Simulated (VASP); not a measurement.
# PbSe (Cmcm) in VASP: a series of runs

Aim: see how the results for PbSe move with the level of theory and the settings. Levels: BLYP, PBEsol, LDA. Tasks: single point.

All numbers are computed with VASP 6.6.1; they aren't measurements. Logs are shortened: lines on timing, memory, paths and dates and some standing lists are left out, and cuts for length are marked.

**1. The cell of the first run**

Symmetry: Cmcm, No. 63, orthorhombic system. The conventional cell has a = 4.310 Å, b = 12.268 Å, c = 4.450 Å, α = 90.00°, β = 90.00°, γ = 90.00°. Within 3.7 Å of Pb (site symmetry m2m) lie 5 Se at 2.82 to 3.10 Å. Se (site symmetry m2m) has 5 Pb at 2.82 to 3.10 Å within 3.7 Å.

**2. Single point, BLYP**

INCAR

```
SYSTEM = PbSe
PREC = Accurate
ENCUT = 520
EDIFF = 1E-6
ISMEAR = -1
SIGMA = 0.1
LREAL = .False.
LASPH = .True.
NELM = 100
ALGO = Normal
ISIF = 2
LWAVE = .False.
LCHARG = .False.
GGA = B5
ALDAX = 1.0
AGGAX = 1.0
AGGAC = 1.0
ALDAC = 0.0
NBANDS = 28
```

KPOINTS

```
Automatic mesh
0
Gamma
  6 6 6
  0 0 0
```

POSCAR

```
PbSe
1.0
    2.1548770000     -6.1339470000      0.0000000000
    2.1548770000      6.1339470000      0.0000000000
    0.0000000000      0.0000000000      4.4504940000
Pb Se
2 2
Direct
    0.6317610000      0.3682390000      0.7500000000
    0.3682390000      0.6317610000      0.2500000000
    0.8612900000      0.1387100000      0.7500000000
    0.1387100000      0.8612900000      0.2500000000
```

Potentials or basis: VASP PAW PBE potentials, release 64 (Pb_d, Se).

On the command line:

```console
$ cat potpaw_PBE.64/Pb_d/POTCAR potpaw_PBE.64/Se/POTCAR > POTCAR
$ mpirun -np 1 vasp_std > vasp.out
```

OUTCAR:

```text
SYSTEM = PbSe
   PREC = Accurate
   ENCUT = 520
   EDIFF = 1E-6
   ISMEAR = -1
   LREAL = .False.
   LASPH = .True.
   NELM = 100
   ISIF = 2
   GGA = B5

 ion  position               nearest neighbor table
   1  0.632  0.368  0.750-   3 2.82   4 3.10   4 3.10   4 3.10   4 3.10   2 3.92   2 3.92
   2  0.368  0.632  0.250-   4 2.82   3 3.10   3 3.10   3 3.10   3 3.10   1 3.92   1 3.92
   3  0.861  0.139  0.750-   1 2.82   2 3.10   2 3.10   2 3.10   2 3.10
   4  0.139  0.861  0.250-   2 2.82   1 3.10   1 3.10   1 3.10   1 3.10

  LATTYP: Found a base centered orthorhombic cell.
 ALAT       =     4.3097540000
 B/A-ratio  =     2.8465415891
 C/A-ratio  =     1.0326561562

  Lattice vectors:

 A1 = (   2.1548770000,  -6.1339470000,   0.0000000000)
 A2 = (   2.1548770000,   6.1339470000,   0.0000000000)
 A3 = (   0.0000000000,   0.0000000000,   4.4504940000)

Analysis of symmetry for initial positions (statically):
=====================================================================
 Subroutine PRICEL returns:
 Original cell was already a primitive cell.

 Routine SETGRP: Setting up the symmetry group for a
 base centered orthorhombic supercell.

 Subroutine GETGRP returns: Found  8 space group operations
 (whereof  4 operations were pure point group operations)
 out of a pool of  8 trial point group operations.

The static configuration has the point symmetry C_2h.
 The point group associated with its full space group is D_2h.

Analysis of symmetry for dynamics (positions and initial velocities):
=====================================================================
 Subroutine PRICEL returns:
 Original cell was already a primitive cell.

 Routine SETGRP: Setting up the symmetry group for a
 base centered orthorhombic supercell.

 Subroutine GETGRP returns: Found  8 space group operations
 (whereof  4 operations were pure point group operations)
 out of a pool of  8 trial point group operations.

The dynamic configuration has the point symmetry C_2h.
 The point group associated with its full space group is D_2h.

 Subroutine INISYM returns: Found  8 space group operations
 (whereof  4 operations are pure point group operations),
 and found     1 'primitive' translations

----------------------------------------------------------------------------------------

                                     Primitive cell

  volume of cell :     117.6524

  direct lattice vectors                    reciprocal lattice vectors
     2.154877000 -6.133947000  0.000000000     0.232031805 -0.081513583  0.000000000
     2.154877000  6.133947000  0.000000000     0.232031805  0.081513583  0.000000000
     0.000000000  0.000000000  4.450494000     0.000000000  0.000000000  0.224694158

  length of vectors
     6.501446046  6.501446046  4.450494000     0.245933371  0.245933371  0.224694158

  position of ions in fractional coordinates (direct lattice)
     0.631761000  0.368239000  0.750000000
     0.368239000  0.631761000  0.250000000
     0.861290000  0.138710000  0.750000000
     0.138710000  0.861290000  0.250000000

  ion indices of the primitive-cell ions
   primitive index   ion index
                 1           1
                 2           2
                 3           3
                 4           4

----------------------------------------------------------------------------------------

 KPOINTS: Automatic mesh

Automatic generation of k-mesh.
 Grid dimensions read from file:
 generate k-points for:    6    6    6

 Generating k-lattice:

  Cartesian coordinates                     Fractional coordinates (reciprocal lattice)
     0.038671968 -0.013585597  0.000000000     0.166666667 -0.000000000  0.000000000
     0.038671968  0.013585597  0.000000000    -0.000000000  0.166666667  0.000000000
     0.000000000  0.000000000  0.037449026     0.000000000  0.000000000  0.166666667

  Length of vectors
     0.040988895  0.040988895  0.037449026

  Shift w.r.t. Gamma in fractional coordinates (k-lattice)
     0.000000000  0.000000000  0.000000000

 Subroutine IBZKPT returns following result:
 ===========================================

 Found     52 irreducible k-points:

 Following reciprocal coordinates:
            Coordinates               Weight
  0.000000  0.000000  0.000000      1.000000
  0.166667 -0.000000  0.000000      4.000000
  0.333333  0.000000  0.000000      4.000000
  0.500000 -0.000000  0.000000      2.000000
  0.166667  0.166667  0.000000      2.000000
  0.333333  0.166667  0.000000      4.000000
[... 16 lines left out ...]
  0.333333  0.333333  0.166667      4.000000
  0.500000  0.333333  0.166667      8.000000
 [... further k-points ...]
   k-points           NKPTS =     52   k-points in BZ     NKDIM =     52   number of bands    NBANDS=     28
   number of dos      NEDOS =    301   number of ions     NIONS =      4
   total plane-waves  NPLWV =  82944
   dimension x,y,z NGX =    48 NGY =   48 NGZ =   36
   dimension x,y,z NGXF=    96 NGYF=   96 NGZF=   72
   ions per type =               2   2
   NGX,Y,Z   is equivalent  to a cutoff of  12.27, 12.27, 13.45 a.u.
   NGXF,Y,Z  is equivalent  to a cutoff of  24.55, 24.55, 26.90 a.u.
 SYSTEM =  PbSe
   PREC   = accura    normal or accurate (medium, high low for compatibility)
   ISTART =      0    job   : 0-new  1-cont  2-samecut
   ICHARG =      2    charge: 1-file 2-atom 10-const
   ISPIN  =      1    spin polarized calculation?
   LNONCOLLINEAR =      F non collinear calculations
   LSORBIT =      F    spin-orbit coupling
   LASPH  =      T    aspherical Exc in radial PAW
   ENCUT  =  520.0 eV  38.22 Ry    6.18 a.u.  12.09 12.09  8.27*2*pi/ulx,y,z
   NELM   =    100;   NELMIN=  2; NELMDL= -5     # of ELM steps
   EDIFF  = 0.1E-05   stopping-criterion for ELM
   LREAL  =      F    real-space projection
   EDIFFG = 0.1E-04   stopping-criterion for IOM
   NSW    =      0    number of steps for IOM
   IBRION =     -1    ionic relax: 0-MD 1-quasi-New 2-CG
   NFREE  =      0    steps in history (QN), initial steepest desc. (CG)
   ISIF   =      2    stress and relaxation
   ISYM   =      2    0-nonsym 1-usesym 2-fastsym
   POTIM  = 0.5000    time-step for ionic-motion
   TEBEG  =    0.0;   TEEND  =   0.0 temperature during run
   PSTRESS=    0.0 pullay stress
   NELECT =      40.0000    total number of electrons
   NUPDOWN=      -1.0000    fix difference up-down
   EMIN   =  10.00;   EMAX   =-10.00  energy-range for DOS
   EFERMI =   0.00;   METHOD = LEGACY
   ISMEAR =    -1;   SIGMA  =   0.10  broadening in eV -4-tet -1-fermi 0-gaus
   EFERMI_NEDOS =   21; number of points for ismear=-14 and -15
   IALGO  =     38    algorithm
   IMIX   =      4    mixing-type and parameters
     AMIX     =   0.40;   BMIX     =  1.00
     AMIX_MAG =   1.60;   BMIX_MAG =  1.00
  volume/ion in A,a.u.               =      29.41       198.49
  Fermi-wavevector in a.u.,A,eV,Ry     =   1.142601  2.159203 17.762909  1.305537
  Thomas-Fermi vector in A             =   2.279298
   LORBIT       =      0    0 simple, 1 ext, 2 COOP (PROOUT), +10 PAW based schemes
   GGA     = B5    functional components
   LHFCALC =     F    Hartree Fock is set to
   AEXX    =    0.0000 exact exchange contribution
   IVDW    =     0    specifies the selected vdW correction
   LEPSILON=     F    determine dielectric tensor
   LRPA    =     F    only Hartree local field effects (RPA)
 non-spin polarized calculation
  energy-cutoff  :      520.00
  volume of cell :      117.65
 maximum number of plane-waves:      3187
   NGX = 25   NGY = 25   NGZ = 17

 number of electron      39.9999995 magnetization

 Free energy of the ion-electron system (eV)
  ---------------------------------------------------
  ext. energy  EPLUGINS =         0.00000000
  ---------------------------------------------------
  free energy    TOTEN  =       -13.91146333 eV

  energy without entropy =      -13.91090563  energy(sigma->0) =      -13.91118448

 E-fermi :   5.2947     XC(G=0):  -8.8550

 val. band max:        4.6680459422   @ k =   0.0000   0.0000   0.5000
 cond. band min:       5.8486925692   @ k =   0.3333   0.3333   0.1667
 fundamental gap:      1.1806466270
 Fermi energy:         5.2947145967

 k-point     1 :       0.0000    0.0000    0.0000
  band No.  band energies     occupation
      1     -11.7857      2.00000
      2     -11.7031      2.00000
      3     -11.6953      2.00000
      4     -11.6942      2.00000
      5     -11.6766      2.00000
      6     -11.6695      2.00000
[... 20 lines left out ...]
     27      10.1420      0.00000
     28      11.8079      0.00000

 k-point     2 :       0.1667   -0.0000    0.0000
  band No.  band energies     occupation
      1     -11.7726      2.00000
      2     -11.6982      2.00000
      3     -11.6941      2.00000
      4     -11.6857      2.00000
      5     -11.6829      2.00000
      6     -11.6716      2.00000
[... 20 lines left out ...]
     27      10.8086      0.00000
     28      12.0962      0.00000

 k-point     3 :       0.3333    0.0000    0.0000
  band No.  band energies     occupation
      1     -11.7427      2.00000
      2     -11.6986      2.00000
      3     -11.6956      2.00000
      4     -11.6955      2.00000
      5     -11.6729      2.00000
      6     -11.6715      2.00000
[... 20 lines left out ...]
     27      12.5378      0.00000
     28      12.8285      0.00000

 k-point     4 :       0.5000   -0.0000    0.0000
  band No.  band energies     occupation
      1     -11.7161      2.00000
      2     -11.7100      2.00000
      3     -11.7026      2.00000
      4     -11.7018      2.00000
      5     -11.6722      2.00000
      6     -11.6700      2.00000
[... 20 lines left out ...]
     27      12.9378      0.00000
     28      13.7381      0.00000

 k-point     5 :       0.1667    0.1667    0.0000
  band No.  band energies     occupation
      1     -11.7443      2.00000
      2     -11.7018      2.00000
      3     -11.6937      2.00000
      4     -11.6918      2.00000
      5     -11.6739      2.00000
      6     -11.6721      2.00000
[... 20 lines left out ...]
     27      12.4929      0.00000
     28      12.5074      0.00000

 k-point     6 :       0.3333    0.1667    0.0000
  band No.  band energies     occupation
      1     -11.7162      2.00000
      2     -11.7097      2.00000
      3     -11.7070      2.00000
      4     -11.6962      2.00000
      5     -11.6738      2.00000
      6     -11.6689      2.00000
[... 463 lines left out ...]
      5     -11.6797      2.00000
      6     -11.6726      2.00000
[... 20 lines left out ...]
     27      11.6567      0.00000
     28      12.5838      0.00000

 k-point    22 :      -0.1667    0.1667    0.1667
  band No.  band energies     occupation
      1     -11.7721      2.00000
      2     -11.7036      2.00000
      3     -11.6942      2.00000
      4     -11.6854      2.00000
      5     -11.6807      2.00000
      6     -11.6756      2.00000
[... 20 lines left out ...]
     27      10.5627      0.00000
     28      12.1075      0.00000

 k-point    23 :       0.3333    0.3333    0.1667
  band No.  band energies     occupation
      1     -11.7463      2.00000
      2     -11.7180      2.00000
      3     -11.6949      2.00000
      4     -11.6851      2.00000
      5     -11.6740      2.00000
      6     -11.6707      2.00000
[... 20 lines left out ...]
     27      11.8937      0.00000
     28      12.5655      0.00000

 k-point    24 :       0.5000    0.3333    0.1667
  band No.  band energies     occupation
      1     -11.7625      2.00000
      2     -11.6979      2.00000
      3     -11.6919      2.00000
      4     -11.6848      2.00000
      5     -11.6755      2.00000
      6     -11.6750      2.00000
[... 20 lines left out ...]
     27      11.7109      0.00000
     28      12.1725      0.00000

 [... further k-points ...]

------------------------ aborting loop because EDIFF is reached ----------------------------------------

  FORCE on cell =-STRESS in cart. coord.  units (eV):
  Direction    XX          YY          ZZ          XY          YZ          ZX
  --------------------------------------------------------------------------------------
  -------------------------------------------------------------------------------------
  Total        3.2324357      3.4649987      3.2287830      0.0000000     -0.0000000      0.0000000
  in kB       44.0189578     47.1859760     43.9692158      0.0000000     -0.0000000      0.0000000
  external PRESSURE =      45.0580499 kB  Pullay stress =       0.0000000 kB

 VOLUME and BASIS-vectors are now :
 -----------------------------------------------------------------------------
  energy-cutoff  :      520.00
  volume of cell :      117.65
      direct lattice vectors                 reciprocal lattice vectors
     2.154877000 -6.133947000  0.000000000     0.232031805 -0.081513583  0.000000000
     2.154877000  6.133947000  0.000000000     0.232031805  0.081513583  0.000000000
     0.000000000  0.000000000  4.450494000     0.000000000  0.000000000  0.224694158

 POSITION                                       TOTAL-FORCE (eV/Angst)
 -----------------------------------------------------------------------------------
      2.15488     -1.61643      3.33787         0.000000      0.224202     -0.000000
      2.15488      1.61643      1.11262         0.000000     -0.224202     -0.000000
      2.15488     -4.43227      3.33787         0.000000     -0.227968      0.000000
      2.15488      4.43227      1.11262         0.000000      0.227968      0.000000
 -----------------------------------------------------------------------------------
    total drift:                                0.000000      0.000000      0.000000

  FREE ENERGIE OF THE ION-ELECTRON SYSTEM (eV)
  ---------------------------------------------------
  free  energy   TOTEN  =       -13.9114633252 eV

  energy  without entropy=      -13.9109056291  energy(sigma->0) =      -13.91118448
```

Wall time 3 min (1 thread of AMD EPYC 7R13 (Zen 3), shared host); peak memory 0.33 GiB.

Results:

- Free energy: -13.9115 eV
- Pressure: 4.5 GPa
- Largest force: 0.228 eV/Å
- Band gap on the k mesh: 1.18 eV (least direct gap 1.32 eV)

Forces on the atoms (eV/Å):
```
Pb   0.000  0.224  0.000
Pb   0.000 -0.224  0.000
Se   0.000 -0.228  0.000
Se   0.000  0.228  0.000
```

Caveat: the cell stands under pressure; the PAW data sets were made with another functional, which shifts forces and pressure a little; spin-orbit coupling is left out, which moves the levels of the heavy elements. A k mesh can miss the band edges.

(Part 1 of 2 ends here.)
